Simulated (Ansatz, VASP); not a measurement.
Sr: VASP beside Ansatz

```
Sr
1.0
     0.00000    3.02193    3.02193
     3.02193    0.00000    3.02193
     3.02193    3.02193    0.00000
Sr
1
Direct
  0.00000 0.00000 0.00000
```

Alike in both runs: task single point; functional HSE06; k mesh 4 × 4 × 4; occupations fermi-dirac, width 0.05 eV; no spin polarisation.

|  | VASP | Ansatz |
| --- | --- | --- |
| version | VASP 6.6.1 | Ansatz 0.2.0 |
| potentials or method | VASP PAW PBE potentials, release 64 (Sr_sv) | Ansatz PAW |
| plane-wave cutoff (eV) | 520 | 420 |
| valence electrons in the cell | 10 | 10 |

```tsv
	VASP	Ansatz	Ansatz less VASP
gap on the k mesh at the Fermi level (eV)	none	none	-
pressure (GPa)	0.7	0.7	+0.02
```

A gap of «none» marks a metal or a gap that the smearing closes.

The k mesh is coarse, so the values compare programs but aren't converged.
